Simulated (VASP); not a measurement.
# Ag: single point with PBEsol

Crystal: Ag.

```
CELL_PARAMETERS angstrom
0.00000 2.02756 2.02756
2.02756 0.00000 2.02756
2.02756 2.02756 0.00000
ATOMIC_POSITIONS crystal
Ag 0.00000 0.00000 0.00000
```

| Property | Result |
| --- | --- |
| Program | VASP 6.6.1 |
| Task | single point |
| Functional | PBEsol |
| Potentials or basis | VASP PAW PBE potentials, release 64 (Ag) |
| Cutoff | 520 eV |
| k mesh | 16 × 16 × 16 |
| Occupations | fermi-dirac, width 0.15 eV |
| Spin | no spin polarisation |

```yaml
Pressure: -0.3 GPa
```

Levels at points of the mesh, in eV from the Fermi level:
```
           k point  band 3  band 4  band 5  band 6  band 7  band 8  band 9  band 10
(0.00, 0.00, 0.00)   -4.83   -4.83   -3.74   -3.74   16.06   19.77   19.77    19.77
(0.50, 0.00, 0.00)   -4.85   -2.90   -2.90   -0.49    3.74   15.30   18.07    18.07
(0.50, 0.50, 0.00)   -2.94   -2.69   -2.69    1.55    6.92   10.74   10.74    17.46
```

Run time: 7.5 s on 1 thread of Intel(R) Xeon(R) 6975P-C (Granite Rapids), with other jobs on the host, peak memory 0.15 GiB.

Caveat: the PAW data sets were made with another functional, which shifts forces and pressure a little.
